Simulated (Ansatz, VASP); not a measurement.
# One calculation of TiO2, two programs

```
Ti O
1.0
    -1.88890    1.88890    4.79172
     1.88890   -1.88890    4.79172
     1.88890    1.88890   -4.79172
Ti O
2 4
Direct
  0.00000 0.00000 0.00000
  0.75000 0.25000 0.50000
  0.20729 0.20729 0.00000
  0.95729 0.45729 0.50000
  0.54271 0.04271 0.50000
  0.79271 0.79271 0.00000
```

Alike in both runs: task single point; functional r2SCAN; k mesh 8 × 8 × 8; no spin polarisation.

|  | VASP | Ansatz |
| --- | --- | --- |
| version | VASP 6.6.1 | Ansatz 0.2.0 |
| potentials or method | VASP PAW PBE potentials, release 64 (Ti_sv, O) | plane waves, PAW |
| plane-wave cutoff (eV) | 520 | 500 |
| occupations | gaussian, width 0.01 eV | fixed |
| valence electrons in the cell | 48 | 48 |

|  | VASP | Ansatz | Ansatz less VASP |
| --- | --- | --- | --- |
| gap on the k mesh at the Fermi level (eV) | 2.59 | 2.57 | -0.021 |

VASP's potentials were made for PBE, not for r2SCAN. Ansatz's warnings: optics band completion.
